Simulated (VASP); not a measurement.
# AlN (P6_3mc) in VASP: single point with PBEsol

Aim: the single point of AlN with PBEsol.

Everything below comes from runs of VASP 6.6.1. Logs are shortened: lines on timing, memory, paths and dates and some standing lists are left out, and cuts for length are marked.

## (1) The cell of the first run

Symmetry: P6_3mc, No. 186, hexagonal system. Conventional cell: a = 3.213 Å, b = 3.213 Å, c = 5.216 Å, α = 90.00°, β = 90.00°, γ = 120.00°. Within 2.7 Å of Al (site symmetry 3m) lie 5 N at 1.86 to 2.68 Å. Within 2.7 Å of N (site symmetry 3m) lie 5 Al at 1.86 to 2.68 Å.

## (2) Single point, PBEsol (strained)

File INCAR:

```
SYSTEM = AlN
PREC = Accurate ; ENCUT = 520
EDIFF = 1E-6 ; ISMEAR = 0
SIGMA = 0.02 ; LREAL = .FALSE.
LASPH = .TRUE. ; NELM = 80
ALGO = Normal ; ISIF = 2
LWAVE = .FALSE. ; LCHARG = .FALSE.
GGA = PS ; NBANDS = 16
```

File KPOINTS:

```
Automatic mesh
0
G
  9 9 6
  0 0 0
```

File POSCAR:

```
AlN
1.0
    3.2133230124      0.0000000000      0.0000000000
   -1.6066615062      2.7828193593      0.0000000000
    0.0000000000      0.0000000000      5.2163964200
Al N
2 2
Direct
    0.3333333333      0.6666666667     -0.0502209723
    0.6666666667      0.3333333333      0.4497790277
    0.3333333333      0.6666666667      0.4352209723
    0.6666666667      0.3333333333      0.9352209723
```

Potentials or basis: VASP PAW PBE potentials, release 64 (Al, N).

Started as:

```console
cat potpaw_PBE.64/Al/POTCAR potpaw_PBE.64/N/POTCAR > POTCAR
mpirun -np 1 vasp_std > vasp.out
```

OUTCAR:

```text
SYSTEM = AlN
   PREC = Accurate
   ENCUT = 520
   EDIFF = 1E-6
   ISMEAR = 0
   LREAL = .FALSE.
   LASPH = .TRUE.
   NELM = 80
   ISIF = 2
   GGA = PS

 ion  position               nearest neighbor table
   1  0.333  0.667  0.950-   4 1.86   4 1.86   4 1.86   3 2.53   2 3.20   2 3.20   2 3.20   2 3.20
                             2 3.20   2 3.20
   2  0.667  0.333  0.450-   3 1.86   3 1.86   3 1.86   4 2.53   1 3.20   1 3.20   1 3.20   1 3.20
                             1 3.20   1 3.20
   3  0.333  0.667  0.435-   2 1.86   2 1.86   2 1.86   1 2.53
   4  0.667  0.333  0.935-   1 1.86   1 1.86   1 1.86   2 2.53

  LATTYP: Found a hexagonal cell.
 ALAT       =     3.2133230124
 C/A-ratio  =     1.6233650958

  Lattice vectors:

 A1 = (   3.2133230124,   0.0000000000,   0.0000000000)
 A2 = (  -1.6066615062,   2.7828193593,   0.0000000000)
 A3 = (   0.0000000000,   0.0000000000,   5.2163964200)

Analysis of symmetry for initial positions (statically):
=====================================================================
 Subroutine PRICEL returns:
 Original cell was already a primitive cell.

 Routine SETGRP: Setting up the symmetry group for a
 hexagonal supercell.

 Subroutine GETGRP returns: Found 12 space group operations
 (whereof  6 operations were pure point group operations)
 out of a pool of 24 trial point group operations.

The static configuration has the point symmetry C_3v.
 The point group associated with its full space group is C_6v.

Analysis of symmetry for dynamics (positions and initial velocities):
=====================================================================
 Subroutine PRICEL returns:
 Original cell was already a primitive cell.

 Routine SETGRP: Setting up the symmetry group for a
 hexagonal supercell.

 Subroutine GETGRP returns: Found 12 space group operations
 (whereof  6 operations were pure point group operations)
 out of a pool of 24 trial point group operations.

The dynamic configuration has the point symmetry C_3v.
 The point group associated with its full space group is C_6v.

 Subroutine INISYM returns: Found 12 space group operations
 (whereof  6 operations are pure point group operations),
 and found     1 'primitive' translations

----------------------------------------------------------------------------------------

                                     Primitive cell

  volume of cell :      46.6455

  direct lattice vectors                    reciprocal lattice vectors
     3.213323012  0.000000000  0.000000000     0.311204319  0.179673897  0.000000000
    -1.606661506  2.782819359  0.000000000     0.000000000  0.359347795  0.000000000
     0.000000000  0.000000000  5.216396420     0.000000000  0.000000000  0.191703222

  length of vectors
     3.213323012  3.213323012  5.216396420     0.359347795  0.359347795  0.191703222

  position of ions in fractional coordinates (direct lattice)
     0.333333333  0.666666667  0.949779028
     0.666666667  0.333333333  0.449779028
     0.333333333  0.666666667  0.435220972
     0.666666667  0.333333333  0.935220972

  ion indices of the primitive-cell ions
   primitive index   ion index
                 1           1
                 2           2
                 3           3
                 4           4

----------------------------------------------------------------------------------------

 KPOINTS: Automatic mesh

Automatic generation of k-mesh.
 Grid dimensions read from file:
 generate k-points for:    9    9    6

 Generating k-lattice:

  Cartesian coordinates                     Fractional coordinates (reciprocal lattice)
     0.034578258  0.019963766  0.000000000     0.111111111  0.000000000  0.000000000
     0.000000000  0.039927533  0.000000000     0.000000000  0.111111111  0.000000000
     0.000000000  0.000000000  0.031950537     0.000000000  0.000000000  0.166666667

  Length of vectors
     0.039927533  0.039927533  0.031950537

  Shift w.r.t. Gamma in fractional coordinates (k-lattice)
     0.000000000  0.000000000  0.000000000

 Subroutine IBZKPT returns following result:
 ===========================================

 Found     48 irreducible k-points:

 Following reciprocal coordinates:
            Coordinates               Weight
  0.000000  0.000000  0.000000      1.000000
  0.111111 -0.000000  0.000000      6.000000
  0.222222  0.000000  0.000000      6.000000
  0.333333  0.000000  0.000000      6.000000
  0.444444  0.000000  0.000000      6.000000
  0.111111  0.111111  0.000000      6.000000
[... 16 lines left out ...]
  0.333333  0.222222  0.166667     24.000000
  0.333333  0.333333  0.166667      4.000000
 [... further k-points ...]
   k-points           NKPTS =     48   k-points in BZ     NKDIM =     48   number of bands    NBANDS=     16
   number of dos      NEDOS =    301   number of ions     NIONS =      4
   total plane-waves  NPLWV =  23040
   dimension x,y,z NGX =    24 NGY =   24 NGZ =   40
   dimension x,y,z NGXF=    48 NGYF=   48 NGZF=   80
   ions per type =               2   2
   NGX,Y,Z   is equivalent  to a cutoff of  12.42, 12.42, 12.75 a.u.
   NGXF,Y,Z  is equivalent  to a cutoff of  24.83, 24.83, 25.50 a.u.
 SYSTEM =  AlN
   PREC   = accura    normal or accurate (medium, high low for compatibility)
   ISTART =      0    job   : 0-new  1-cont  2-samecut
   ICHARG =      2    charge: 1-file 2-atom 10-const
   ISPIN  =      1    spin polarized calculation?
   LNONCOLLINEAR =      F non collinear calculations
   LSORBIT =      F    spin-orbit coupling
   LASPH  =      T    aspherical Exc in radial PAW
   ENCUT  =  520.0 eV  38.22 Ry    6.18 a.u.   5.97  5.97  9.70*2*pi/ulx,y,z
   NELM   =     80;   NELMIN=  2; NELMDL= -5     # of ELM steps
   EDIFF  = 0.1E-05   stopping-criterion for ELM
   LREAL  =      F    real-space projection
   EDIFFG = 0.1E-04   stopping-criterion for IOM
   NSW    =      0    number of steps for IOM
   IBRION =     -1    ionic relax: 0-MD 1-quasi-New 2-CG
   NFREE  =      0    steps in history (QN), initial steepest desc. (CG)
   ISIF   =      2    stress and relaxation
   ISYM   =      2    0-nonsym 1-usesym 2-fastsym
   POTIM  = 0.5000    time-step for ionic-motion
   TEBEG  =    0.0;   TEEND  =   0.0 temperature during run
   PSTRESS=    0.0 pullay stress
   NELECT =      16.0000    total number of electrons
   NUPDOWN=      -1.0000    fix difference up-down
   EMIN   =  10.00;   EMAX   =-10.00  energy-range for DOS
   EFERMI =   0.00;   METHOD = LEGACY
   ISMEAR =     0;   SIGMA  =   0.02  broadening in eV -4-tet -1-fermi 0-gaus
   EFERMI_NEDOS =   21; number of points for ismear=-14 and -15
   IALGO  =     38    algorithm
   IMIX   =      4    mixing-type and parameters
     AMIX     =   0.40;   BMIX     =  1.00
     AMIX_MAG =   1.60;   BMIX_MAG =  1.00
  volume/ion in A,a.u.               =      11.66        78.69
  Fermi-wavevector in a.u.,A,eV,Ry     =   1.145983  2.165594 17.868218  1.313277
  Thomas-Fermi vector in A             =   2.282669
   LORBIT       =      0    0 simple, 1 ext, 2 COOP (PROOUT), +10 PAW based schemes
   GGA     = PS    functional components
   LHFCALC =     F    Hartree Fock is set to
   AEXX    =    0.0000 exact exchange contribution
   IVDW    =     0    specifies the selected vdW correction
   LEPSILON=     F    determine dielectric tensor
   LRPA    =     F    only Hartree local field effects (RPA)
 non-spin polarized calculation
 Gauss-broadening in eV      SIGMA  =   0.02
  energy-cutoff  :      520.00
  volume of cell :       46.65
 maximum number of plane-waves:      1272
 NGX is ok and might be reduce to    24
   NGX = 11   NGY = 11   NGZ = 19

 number of electron      16.0000004 magnetization

 Free energy of the ion-electron system (eV)
  ---------------------------------------------------
  ext. energy  EPLUGINS =         0.00000000
  ---------------------------------------------------
  free energy    TOTEN  =       -30.20018346 eV

  energy without entropy =      -30.20018346  energy(sigma->0) =      -30.20018346

 E-fermi :   6.2066     XC(G=0): -10.6156

 val. band max:        6.0746226248   @ k =   0.0000   0.0000   0.0000
 cond. band min:       8.0302126123   @ k =   0.0000   0.0000   0.0000
 fundamental gap:      1.9555899875
 Fermi energy:         6.2065658953

 k-point     1 :       0.0000    0.0000    0.0000
  band No.  band energies     occupation
      1      -9.5553      2.00000
      2      -7.8648      2.00000
      3      -0.0254      2.00000
      4       3.7376      2.00000
      5       3.7376      2.00000
      6       4.2940      2.00000
[... 8 lines left out ...]
     15      16.6786      0.00000
     16      16.8326      0.00000

 k-point     2 :       0.1111   -0.0000    0.0000
  band No.  band energies     occupation
      1      -9.4142      2.00000
      2      -7.7778      2.00000
      3       0.1519      2.00000
      4       3.1234      2.00000
      5       3.5836      2.00000
      6       3.6608      2.00000
[... 8 lines left out ...]
     15      16.5005      0.00000
     16      17.0747      0.00000

 k-point     3 :       0.2222    0.0000    0.0000
  band No.  band energies     occupation
      1      -9.0162      2.00000
      2      -7.5568      2.00000
      3       0.6695      2.00000
      4       1.7955      2.00000
      5       2.5013      2.00000
      6       3.2546      2.00000
[... 8 lines left out ...]
     15      16.8076      0.00000
     16      17.3114      0.00000

 k-point     4 :       0.3333    0.0000    0.0000
  band No.  band energies     occupation
      1      -8.4509      2.00000
      2      -7.3283      2.00000
      3       0.5158      2.00000
      4       1.4166      2.00000
      5       1.4752      2.00000
      6       2.9401      2.00000
[... 8 lines left out ...]
     15      16.4605      0.00000
     16      18.2221      0.00000
[... 324 lines left out ...]
 k-point    22 :       0.2222    0.2222    0.1667
  band No.  band energies     occupation
      1      -8.1012      2.00000
      2      -7.3111      2.00000
      3       0.6503      2.00000
      4       0.6692      2.00000
      5       2.2402      2.00000
      6       2.4442      2.00000
[... 8 lines left out ...]
     15      15.1421      0.00000
     16      18.7417      0.00000

 k-point    23 :       0.3333    0.2222    0.1667
  band No.  band energies     occupation
      1      -7.6609      2.00000
      2      -7.2708      2.00000
      3       0.1409      2.00000
      4       0.7135      2.00000
      5       1.5414      2.00000
      6       2.5693      2.00000
[... 8 lines left out ...]
     15      15.9220      0.00000
     16      18.6324      0.00000

 k-point    24 :       0.3333    0.3333    0.1667
  band No.  band energies     occupation
      1      -7.3812      2.00000
      2      -7.3812      2.00000
      3       0.4666      2.00000
      4       0.8584      2.00000
      5       0.8584      2.00000
      6       2.0591      2.00000
[... 8 lines left out ...]
     15      16.1043      0.00000
     16      18.9768      0.00000

 [... further k-points ...]

------------------------ aborting loop because EDIFF is reached ----------------------------------------

  FORCE on cell =-STRESS in cart. coord.  units (eV):
  Direction    XX          YY          ZZ          XY          YZ          ZX
  --------------------------------------------------------------------------------------
  -------------------------------------------------------------------------------------
  Total       -1.9948545     -1.9948545     -4.6966099      0.0000000      0.0000000      0.0000000
  in kB      -68.5191258    -68.5191258   -161.3188367      0.0000000      0.0000000      0.0000000
  external PRESSURE =     -99.4523628 kB  Pullay stress =       0.0000000 kB

 VOLUME and BASIS-vectors are now :
 -----------------------------------------------------------------------------
  energy-cutoff  :      520.00
  volume of cell :       46.65
      direct lattice vectors                 reciprocal lattice vectors
     3.213323012  0.000000000  0.000000000     0.311204319  0.179673897  0.000000000
    -1.606661506  2.782819359  0.000000000     0.000000000  0.359347795  0.000000000
     0.000000000  0.000000000  5.216396420     0.000000000  0.000000000  0.191703222

 POSITION                                       TOTAL-FORCE (eV/Angst)
 -----------------------------------------------------------------------------------
     -0.00000      1.85521      4.95442         0.000000      0.000000      0.317619
      1.60666      0.92761      2.34623        -0.000000     -0.000000      0.317619
     -0.00000      1.85521      2.27029        -0.000000     -0.000000     -0.317619
      1.60666      0.92761      4.87848         0.000000     -0.000000     -0.317619
 -----------------------------------------------------------------------------------
    total drift:                                0.000000      0.000000     -0.000496

  FREE ENERGIE OF THE ION-ELECTRON SYSTEM (eV)
  ---------------------------------------------------
  free  energy   TOTEN  =       -30.2001834557 eV

  energy  without entropy=      -30.2001834557  energy(sigma->0) =      -30.20018346
```

It took 31 s on 1 thread of Intel Xeon 8259CL, shared host; peak memory 0.17 GiB.

Results:

```yaml
Free_energy: -30.2002 eV
Pressure: -9.9 GPa
Largest_force: 0.318 eV/Å
Band_gap_on_the_k_mesh: 1.96 eV
```

Forces on the atoms (eV/Å):
```
Al   0.000  0.000  0.318
Al   0.000  0.000  0.318
N    0.000  0.000 -0.318
N    0.000  0.000 -0.318
```

Caveat: the cell differs from its parent crystal (strained); the cell stands under tension; the PAW data sets were made with another functional, which shifts forces and pressure a little.
